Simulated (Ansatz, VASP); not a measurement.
SnRu: VASP beside Ansatz

The input INCAR:

```
PREC = Accurate ; ENCUT = 520
EDIFF = 1E-6 ; ISMEAR = 0
SIGMA = 0.1 ; LREAL = F
LASPH = T ; NELM = 150
ALGO = Normal ; ISIF = 2
LWAVE = F ; LCHARG = F
ISPIN = 2 ; MAGMOM = 0 1
LORBIT = 11 ; LMAXMIX = 4
GGA = PE ; NBANDS = 25
```

Contents of KPOINTS:

```
Automatic mesh
0
Gamma
  6 6 4
```

POSCAR

```
SnRu
1.0
    3.2472714031      0.0000000000      0.0000000000
   -1.6236357016      2.8122195281      0.0000000000
    0.0000000000      0.0000000000      3.9338529520
Sn Ru
1 1
Direct
    0.6666666667      0.3333333333      0.5000000000
    0.3333333333      0.6666666667      0.0000000000
```

Input for Ansatz:

```yaml
crystal:
  lattice:
    - [3.2472714031, 0.0, 0.0]
    - [-1.6236357016, 2.8122195281, 0.0]
    - [0.0, 0.0, 3.933852952]
  atoms:
    - { symbol: Sn, position: [0.6666666667, 0.3333333333, 0.5] }
    - { symbol: Ru, position: [0.3333333333, 0.6666666667, 0.0], spin: 1.0 }
basis:
  ecutwfc: 420
kpoints:
  mp_grid: { grid: [6, 6, 4] }
hamiltonian:
  xc: pbe
scf:
  occupations: { method: gaussian, width: 0.1 }
  lower_state_search: "off"
output:
  forces: true
  stress: true
  eigenvalues: true
  populations: true
magnetization:
  spin_polarized: true
```

Alike in both runs: task single point; functional PBE; k mesh 6 × 6 × 4; occupations gaussian, width 0.1 eV; collinear spin.

```csv
,VASP,Ansatz
version,VASP 6.6.1,Ansatz 0.2.0
potentials or method,"VASP PAW PBE potentials, release 64 (Sn_d, Ru_pv), cutoff 520 eV","scalar-relativistic, plane waves, PAW"
valence electrons in the cell,28,30
```

VASP gave:

| Property | Result |
| --- | --- |
| gap on the k mesh at the Fermi level (eV) | none |
| pressure (GPa) | 0.4 |
| net moment per atom (μB) | 0.00 |

Problem. Estimate Ansatz's values.

Solution. gap on the k mesh at the Fermi level (eV): none; pressure (GPa): 0.3; net moment per atom (μB): 0.00.

A gap of «none» marks a metal or a gap that the smearing closes. With one functional, cell and mesh, what is left measures potentials, basis and numerics. VASP's potentials hold 28 valence electrons a cell and Ansatz's 30, so a difference there can come from the potentials and not from the codes. Ansatz's warnings: seeded moment not kept.

The k mesh is coarse, so the values compare programs but aren't converged.
